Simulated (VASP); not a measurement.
Here is a VASP 6.6.1 calculation.

Contents of POSCAR:

```
Ni
1.0
   -1.3779765466      1.3779765466      1.3779765466
    1.3779765466     -1.3779765466      1.3779765466
    1.3779765466      1.3779765466     -1.3779765466
Ni
1
Direct
    0.0000000000      0.0000000000      0.0000000000
```

INCAR.step1

```
  ALGO = Normal
  EDIFF = 1E-4
  ENCUT = 520
  GGA = PE
  ISMEAR = -1
  LASPH = True
  LCHARG = False
  LREAL = False
  LWAVE = True
  NBANDS = 11
  NELM = 100
  PREC = Accurate
  SIGMA = 0.1
```

File INCAR.step2:

```
  ALGO = Normal
  EDIFF = 1E-6
  ENCUT = 520
  ISIF = 2
  ISMEAR = -1
  ISTART = 1
  LASPH = True
  LCHARG = False
  LMIXTAU = True
  LREAL = False
  LWAVE = False
  METAGGA = R2SCAN
  NBANDS = 11
  NELM = 100
  PREC = Accurate
  SIGMA = 0.1
```

KPOINTS

```
k-points
0
Gamma
  26 26 26
```

Potentials or basis: VASP PAW PBE potentials, release 64 (Ni).

Launch:

```console
$ cat potpaw_PBE.64/Ni/POTCAR > POTCAR
$ cp INCAR.step1 INCAR
$ mpirun -np 1 vasp_std > vasp.out
$ cp INCAR.step2 INCAR
$ mpirun -np 1 vasp_std > vasp.out
```

Task: Predict the band gap on the k mesh.

Result: Zero (band 5 reaches 9.96 eV, above the bottom of band 6 at 8.76 eV).

Task: Predict the pressure.

Result: 0.5 GPa.

Caveat: the PAW data sets were made with another functional, which shifts forces and pressure a little; the run has no spin polarisation, though such a crystal can be magnetic. Spin polarisation is off, so any magnetic state and its effect on volume and gap are missing.
